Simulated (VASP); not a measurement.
# NaH in VASP: notebook

NaH is run at these levels: HSE06; tasks: single point.

Everything below comes from runs of VASP 6.6.1. Logs are shortened: lines on timing, memory, paths and dates and some standing lists are left out, and cuts for length are marked.

## (1) The cell of the first run

Symmetry: Fm-3m, No. 225, cubic system. Conventional cell: a = 4.741 Å, b = 4.741 Å, c = 4.741 Å, α = 90.00°, β = 90.00°, γ = 90.00°. Within 3.1 Å of Na (site symmetry m-3m) lie 6 H at 2.37 Å. Within 3.1 Å of H (site symmetry m-3m) lie 6 Na at 2.37 Å.

## (2) Single point, HSE06 (strain -1.1%)

POSCAR

```
NaH
1.0
    0.0000000000      2.3704203984      2.3704203984
    2.3704203984      0.0000000000      2.3704203984
    2.3704203984      2.3704203984      0.0000000000
Na H
1 1
Direct
    0.0000000000      0.0000000000      0.0000000000
    0.5000000000      0.5000000000      0.5000000000
```

INCAR.step1

```
ALGO     = Normal         # electronic algorithm
EDIFF    = 1E-5           # SCF threshold, eV
ENCUT    = 520            # plane-wave cutoff, eV
GGA      = PE             # functional
ISIF     = 2              # what is computed and relaxed
ISMEAR   = 0              # smearing method
LASPH    = T              # aspherical terms in the spheres
LCHARG   = F              # write CHGCAR
LREAL    = F              # projectors in reciprocal space
LWAVE    = T              # write WAVECAR
NBANDS   = 11             # bands
NELM     = 100            # most SCF steps
PREC     = Accurate       # precision mode
SIGMA    = 0.01           # smearing width, eV
```

INCAR.step2

```
ALGO     = Normal         # electronic algorithm
EDIFF    = 1E-6           # SCF threshold, eV
ENCUT    = 520            # plane-wave cutoff, eV
GGA      = PE             # functional
HFSCREEN = 0.2079         # screening, 1/A
ISIF     = 2              # what is computed and relaxed
ISMEAR   = 0              # smearing method
ISTART   = 1            
LASPH    = T              # aspherical terms in the spheres
LCHARG   = F              # write CHGCAR
LHFCALC  = T              # exact exchange
LREAL    = F              # projectors in reciprocal space
LWAVE    = F              # write WAVECAR
NBANDS   = 11             # bands
NELM     = 100            # most SCF steps
PREC     = Accurate       # precision mode
PRECFOCK = Normal       
SIGMA    = 0.01           # smearing width, eV
```

KPOINTS

```
k-points
0
Gamma
  6 6 6
```

Potentials or basis: VASP PAW PBE potentials, release 64 (Na_pv, H).

Run with:

```console
cat potpaw_PBE.64/Na_pv/POTCAR potpaw_PBE.64/H/POTCAR > POTCAR
cp INCAR.step1 INCAR
mpirun -np 1 vasp_std > vasp.out
cp INCAR.step2 INCAR
mpirun -np 1 vasp_std > vasp.out
```

OUTCAR:

```text
EDIFF = 1E-6
   ENCUT = 520
   GGA = PE
   HFSCREEN = 0.2079
   ISIF = 2
   ISMEAR = 0
   ISTART = 1
   LASPH = T
   LHFCALC = T
   LREAL = F
   NELM = 100
   PREC = Accurate
   PRECFOCK = Normal

 ion  position               nearest neighbor table
   1  0.000  0.000  0.000-
   2  0.500  0.500  0.500-

  LATTYP: Found a face centered cubic cell.
 ALAT       =     4.7408407968

  Lattice vectors:

 A1 = (   0.0000000000,   2.3704203984,   2.3704203984)
 A2 = (   2.3704203984,   0.0000000000,   2.3704203984)
 A3 = (   2.3704203984,   2.3704203984,   0.0000000000)

Analysis of symmetry for initial positions (statically):
=====================================================================
 Subroutine PRICEL returns:
 Original cell was already a primitive cell.

 Routine SETGRP: Setting up the symmetry group for a
 face centered cubic supercell.

 Subroutine GETGRP returns: Found 48 space group operations
 (whereof 48 operations were pure point group operations)
 out of a pool of 48 trial point group operations.

The static configuration has the point symmetry O_h .

Analysis of symmetry for dynamics (positions and initial velocities):
=====================================================================
 Subroutine PRICEL returns:
 Original cell was already a primitive cell.

 Routine SETGRP: Setting up the symmetry group for a
 face centered cubic supercell.

 Subroutine GETGRP returns: Found 48 space group operations
 (whereof 48 operations were pure point group operations)
 out of a pool of 48 trial point group operations.

The dynamic configuration has the point symmetry O_h .

 Subroutine INISYM returns: Found 48 space group operations
 (whereof 48 operations are pure point group operations),
 and found     1 'primitive' translations

----------------------------------------------------------------------------------------

                                     Primitive cell

  volume of cell :      26.6383

  direct lattice vectors                    reciprocal lattice vectors
     0.000000000  2.370420398  2.370420398    -0.210933048  0.210933048  0.210933048
     2.370420398  0.000000000  2.370420398     0.210933048 -0.210933048  0.210933048
     2.370420398  2.370420398  0.000000000     0.210933048  0.210933048 -0.210933048

  length of vectors
     3.352280676  3.352280676  3.352280676     0.365346756  0.365346756  0.365346756

  position of ions in fractional coordinates (direct lattice)
     0.000000000  0.000000000  0.000000000
     0.500000000  0.500000000  0.500000000

  ion indices of the primitive-cell ions
   primitive index   ion index
                 1           1
                 2           2

----------------------------------------------------------------------------------------

 KPOINTS: k-points

Automatic generation of k-mesh.
 Grid dimensions read from file:
 generate k-points for:    6    6    6

 Generating k-lattice:

  Cartesian coordinates                     Fractional coordinates (reciprocal lattice)
    -0.035155508  0.035155508  0.035155508     0.166666667  0.000000000  0.000000000
     0.035155508 -0.035155508  0.035155508     0.000000000  0.166666667  0.000000000
     0.035155508  0.035155508 -0.035155508     0.000000000  0.000000000  0.166666667

  Length of vectors
     0.060891126  0.060891126  0.060891126

  Shift w.r.t. Gamma in fractional coordinates (k-lattice)
     0.000000000  0.000000000  0.000000000

 Subroutine IBZKPT returns following result:
 ===========================================

 Found     16 irreducible k-points:

 Following reciprocal coordinates:
            Coordinates               Weight
  0.000000  0.000000  0.000000      1.000000
  0.166667  0.000000  0.000000      8.000000
  0.333333  0.000000  0.000000      8.000000
  0.500000  0.000000  0.000000      4.000000
  0.166667  0.166667  0.000000      6.000000
  0.333333  0.166667  0.000000     24.000000
[... 8 lines left out ...]
 -0.333333  0.333333  0.166667     24.000000
 -0.333333  0.500000  0.166667     12.000000
   k-points           NKPTS =     16   k-points in BZ     NKDIM =    216   number of bands    NBANDS=     11
   number of dos      NEDOS =    301   number of ions     NIONS =      2
   total plane-waves  NPLWV =  21952
   dimension x,y,z NGX =    28 NGY =   28 NGZ =   28
   dimension x,y,z NGXF=    56 NGYF=   56 NGZF=   56
   ions per type =               1   1
   NGX,Y,Z   is equivalent  to a cutoff of  13.89, 13.89, 13.89 a.u.
   NGXF,Y,Z  is equivalent  to a cutoff of  27.77, 27.77, 27.77 a.u.
 SYSTEM =  unknown system
   PREC   = accura    normal or accurate (medium, high low for compatibility)
   ISTART =      1    job   : 0-new  1-cont  2-samecut
   ICHARG =      0    charge: 1-file 2-atom 10-const
   ISPIN  =      1    spin polarized calculation?
   LNONCOLLINEAR =      F non collinear calculations
   LSORBIT =      F    spin-orbit coupling
   LASPH  =      T    aspherical Exc in radial PAW
   ENCUT  =  520.0 eV  38.22 Ry    6.18 a.u.   6.23  6.23  6.23*2*pi/ulx,y,z
   NELM   =    100;   NELMIN=  2; NELMDL=  0     # of ELM steps
   EDIFF  = 0.1E-05   stopping-criterion for ELM
   LREAL  =      F    real-space projection
   EDIFFG = 0.1E-04   stopping-criterion for IOM
   NSW    =      0    number of steps for IOM
   IBRION =     -1    ionic relax: 0-MD 1-quasi-New 2-CG
   NFREE  =      0    steps in history (QN), initial steepest desc. (CG)
   ISIF   =      2    stress and relaxation
   ISYM   =      3    0-nonsym 1-usesym 2-fastsym
   POTIM  = 0.5000    time-step for ionic-motion
   TEBEG  =    0.0;   TEEND  =   0.0 temperature during run
   PSTRESS=    0.0 pullay stress
   NELECT =       8.0000    total number of electrons
   NUPDOWN=      -1.0000    fix difference up-down
   EMIN   =  10.00;   EMAX   =-10.00  energy-range for DOS
   EFERMI =   0.00;   METHOD = LEGACY
   ISMEAR =     0;   SIGMA  =   0.01  broadening in eV -4-tet -1-fermi 0-gaus
   EFERMI_NEDOS =   21; number of points for ismear=-14 and -15
   IALGO  =     38    algorithm
   IMIX   =      1    mixing-type and parameters
     AMIX     =   0.40;   BMIX     =  1.00
     AMIX_MAG =   1.60;   BMIX_MAG =  1.00
  volume/ion in A,a.u.               =      13.32        89.88
  Fermi-wavevector in a.u.,A,eV,Ry     =   1.096317  2.071739 16.352989  1.201911
  Thomas-Fermi vector in A             =   2.232657
   LORBIT       =      0    0 simple, 1 ext, 2 COOP (PROOUT), +10 PAW based schemes
   GGA     = PE    functional components
   LHFCALC =     T    Hartree Fock is set to
   PRECFOCK=normal    Normal, Fast or Accurate (Low or Medium for compatibility)
   ENCUT4O =  -1.0   cutoff for four orbital integrals eV
   NKREDX  =     1    reduce k-point grid by
   NKREDY  =     1    reduce k-point grid by
   NKREDZ  =     1    reduce k-point grid by
   AEXX    =    0.2500 exact exchange contribution
   HFSCREEN=    0.2079 screening length (either q_TF or 0.3 A-1)
   HFSCREENC=   0.2079 screening length for correlation (either q_TF or 0.3 A-1)
   ENCUTFOCK=  -1.0 apply spherical cutoff to Coloumb kernel
   IVDW    =     0    specifies the selected vdW correction
   LEPSILON=     F    determine dielectric tensor
   LRPA    =     F    only Hartree local field effects (RPA)
 non-spin polarized calculation
 Gauss-broadening in eV      SIGMA  =   0.01
  energy-cutoff  :      520.00
  volume of cell :       26.64
 maximum number of plane-waves:       745
 NGX is ok and might be reduce to    28
  NGX = 20; NGY = 20; NGZ = 20

 number of electron       7.9999996 magnetization

 Free energy of the ion-electron system (eV)
  ---------------------------------------------------
  ext. energy  EPLUGINS =         0.00000000
  ---------------------------------------------------
  free energy    TOTEN  =        -5.75878888 eV

  energy without entropy =       -5.75878888  energy(sigma->0) =       -5.75878888

 E-fermi :  -1.6432     XC(G=0):  -6.6703

 val. band max:       -1.7273619558   @ k =  -0.3333   0.5000   0.1667
 cond. band min:       3.2371039074   @ k =   0.5000   0.0000   0.0000
 fundamental gap:      4.9644658632
 Fermi energy:        -1.6431624317

 k-point     1 :       0.0000    0.0000    0.0000
  band No.  band energies     occupation
      1     -25.9632      2.00000
      2     -25.9631      2.00000
      3     -25.9631      2.00000
      4      -5.8082      2.00000
      5      10.8407      0.00000
      6      15.7803      0.00000
      7      15.7803      0.00000
      8      15.7803      0.00000
      9      16.9286      0.00000
     10      16.9286      0.00000
     11      16.9286      0.00000

 k-point     2 :       0.1667    0.0000    0.0000
  band No.  band energies     occupation
      1     -25.9906      2.00000
      2     -25.9662      2.00000
      3     -25.9662      2.00000
      4      -5.2575      2.00000
      5       8.9686      0.00000
      6      12.4579      0.00000
      7      14.7014      0.00000
      8      14.7014      0.00000
      9      18.0625      0.00000
     10      18.0625      0.00000
     11      18.3996      0.00000

 k-point     3 :       0.3333    0.0000    0.0000
  band No.  band energies     occupation
      1     -26.0446      2.00000
      2     -25.9724      2.00000
      3     -25.9724      2.00000
      4      -3.8023      2.00000
      5       5.2403      0.00000
      6      11.2146      0.00000
      7      13.8036      0.00000
      8      13.8036      0.00000
      9      17.3109      0.00000
     10      17.3109      0.00000
     11      19.6230      0.00000

 k-point     4 :       0.5000    0.0000    0.0000
  band No.  band energies     occupation
      1     -26.0712      2.00000
      2     -25.9754      2.00000
      3     -25.9754      2.00000
      4      -2.6589      2.00000
      5       3.2371      0.00000
      6      10.9073      0.00000
      7      13.4995      0.00000
      8      13.4995      0.00000
      9      16.8131      0.00000
     10      16.8131      0.00000
     11      19.4586      0.00000

 k-point     5 :       0.1667    0.1667    0.0000
  band No.  band energies     occupation
      1     -25.9896      2.00000
      2     -25.9719      2.00000
      3     -25.9719      2.00000
      4      -5.0822      2.00000
      5       8.9471      0.00000
      6      12.7849      0.00000
      7      13.1253      0.00000
      8      13.1253      0.00000
      9      16.9833      0.00000
     10      19.2669      0.00000
     11      20.9815      0.00000
[... 99 lines left out ...]
 k-point    13 :       0.5000    0.5000    0.0000
  band No.  band energies     occupation
      1     -26.0561      2.00000
      2     -25.9984      2.00000
      3     -25.9984      2.00000
      4      -1.8733      2.00000
      5       4.1215      0.00000
      6       9.8165      0.00000
      7      10.6916      0.00000
      8      10.6916      0.00000
      9      12.2097      0.00000
     10      24.9322      0.00000
     11      26.5471      0.00000

 k-point    14 :       0.5000    0.3333    0.1667
  band No.  band energies     occupation
      1     -26.0407      2.00000
      2     -26.0025      2.00000
      3     -25.9844      2.00000
      4      -2.7758      2.00000
      5       5.4408      0.00000
      6       7.4849      0.00000
      7      10.7209      0.00000
      8      15.8015      0.00000
      9      15.9827      0.00000
     10      18.4143      0.00000
     11      22.6176      0.00000

 k-point    15 :      -0.3333    0.3333    0.1667
  band No.  band energies     occupation
      1     -26.0429      2.00000
      2     -26.0142      2.00000
      3     -25.9904      2.00000
      4      -1.9712      2.00000
      5       4.6735      0.00000
      6       6.5602      0.00000
      7       9.8460      0.00000
      8      15.9257      0.00000
      9      17.0233      0.00000
     10      19.6070      0.00000
     11      21.6802      0.00000

 k-point    16 :      -0.3333    0.5000    0.1667
  band No.  band energies     occupation
      1     -26.0416      2.00000
      2     -26.0127      2.00000
      3     -26.0009      2.00000
      4      -1.7274      2.00000
      5       4.7896      0.00000
      6       6.8062      0.00000
      7       8.7047      0.00000
      8      15.1399      0.00000
      9      15.6164      0.00000
     10      21.4262      0.00000
     11      21.5940      0.00000

------------------------ aborting loop because EDIFF is reached ----------------------------------------

  FORCE on cell =-STRESS in cart. coord.  units (eV):
  Direction    XX          YY          ZZ          XY          YZ          ZX
  --------------------------------------------------------------------------------------
  -------------------------------------------------------------------------------------
  Total        0.1774037      0.1774037      0.1774037     -0.0000000     -0.0000000     -0.0000000
  in kB       10.6700644     10.6700644     10.6700644     -0.0000000     -0.0000000     -0.0000000
  external PRESSURE =      10.6700644 kB  Pullay stress =       0.0000000 kB

 VOLUME and BASIS-vectors are now :
 -----------------------------------------------------------------------------
  energy-cutoff  :      520.00
  volume of cell :       26.64
      direct lattice vectors                 reciprocal lattice vectors
     0.000000000  2.370420398  2.370420398    -0.210933048  0.210933048  0.210933048
     2.370420398  0.000000000  2.370420398     0.210933048 -0.210933048  0.210933048
     2.370420398  2.370420398  0.000000000     0.210933048  0.210933048 -0.210933048

 POSITION                                       TOTAL-FORCE (eV/Angst)
 -----------------------------------------------------------------------------------
      0.00000      0.00000      0.00000         0.000000     -0.000000      0.000000
      2.37042      2.37042      2.37042        -0.000000      0.000000     -0.000000
 -----------------------------------------------------------------------------------
    total drift:                               -0.000000     -0.000001     -0.000001

  FREE ENERGIE OF THE ION-ELECTRON SYSTEM (eV)
  ---------------------------------------------------
  free  energy   TOTEN  =        -5.7587888811 eV

  energy  without entropy=       -5.7587888811  energy(sigma->0) =       -5.75878888
```

Wall time 8.9 min (1 thread of AMD EPYC 9755, shared host); peak memory 0.22 GiB.

Results:

- Free energy: -5.7588 eV
- Pressure: 1.1 GPa
- Band gap on the k mesh: 4.96 eV (least direct gap 5.90 eV)

Caveat: the cell differs from its parent crystal (strain -1.1%); the structure was generated, so it needn't be the stable form of NaH; the PAW data sets were made with another functional, which shifts forces and pressure a little. A k mesh can miss the band edges.

## (3) Single point, HSE06 (strain along [111] +3.4%)

POSCAR

```
NaH
1.0
    0.0535444411      2.4510567283      2.4510567283
    2.4510567283      0.0535444411      2.4510567283
    2.4510567283      2.4510567283      0.0535444411
Na H
1 1
Direct
    0.0000000000      0.0000000000      0.0000000000
    0.5000000000      0.5000000000      0.5000000000
```

INCAR.step1

```
SYSTEM = NaH
PREC = Accurate
ENCUT = 520
EDIFF = 1E-5
ISMEAR = 0
SIGMA = 0.01
LREAL = .FALSE.
LASPH = .TRUE.
NELM = 100
ALGO = Normal
ISIF = 2
LWAVE = .TRUE.
LCHARG = .FALSE.
GGA = PE
NBANDS = 11
```

INCAR.step2

```
SYSTEM = NaH
PREC = Accurate
ENCUT = 520
EDIFF = 1E-6
ISMEAR = 0
SIGMA = 0.01
LREAL = .FALSE.
LASPH = .TRUE.
NELM = 100
ALGO = Normal
ISIF = 2
LWAVE = .FALSE.
LCHARG = .FALSE.
GGA = PE
LHFCALC = .TRUE.
HFSCREEN = 0.2079
PRECFOCK = Normal
ISTART = 1
NBANDS = 11
```

KPOINTS

```
Automatic mesh
0
G
  6 6 6
  0 0 0
```

Potentials or basis: VASP PAW PBE potentials, release 64 (Na_pv, H).

Run with:

```console
cat potpaw_PBE.64/Na_pv/POTCAR potpaw_PBE.64/H/POTCAR > POTCAR
cp INCAR.step1 INCAR
mpirun -np 1 vasp_std > vasp.out
cp INCAR.step2 INCAR
mpirun -np 1 vasp_std > vasp.out
```

Run time: 10 min. Hardware: 1 thread of AMD EPYC 9755, shared host; peak memory 0.23 GiB.

It converged, with:

```yaml
Free_energy: -5.7588 eV
Pressure: -0.6 GPa
Band_gap_on_the_k_mesh: 4.62 eV (least direct gap 5.67 eV)
```

Stress tensor (GPa, compression positive):
```
-0.61 -0.54 -0.54
-0.54 -0.61 -0.54
-0.54 -0.54 -0.61
```

Levels at points of the mesh, in eV from the valence-band top:
| k point | band 1 | band 2 | band 3 | band 4 | band 5 | band 6 | band 7 | band 8 | band 9 |
| --- | --- | --- | --- | --- | --- | --- | --- | --- | --- |
| (0.00, 0.00, 0.00) | -24.38 | -24.38 | -24.37 | -3.88 | 11.90 | 16.47 | 17.22 | 17.22 | 17.26 |
| (0.50, 0.00, 0.00) | -24.47 | -24.39 | -24.38 | -0.85 | 4.89 | 12.04 | 14.45 | 14.88 | 17.47 |
| (0.50, 0.50, 0.00) | -24.45 | -24.41 | -24.40 | -0.13 | 5.68 | 11.23 | 11.68 | 12.24 | 13.21 |
| (0.50, 0.50, 0.50) | -24.45 | -24.39 | -24.39 | -1.05 | 4.62 | 12.37 | 15.08 | 15.08 | 18.13 |

Caveat: the cell differs from its parent crystal (strain along [111] +3.4%); the structure was generated, so it needn't be the stable form of NaH; the PAW data sets were made with another functional, which shifts forces and pressure a little. A k mesh can miss the band edges.
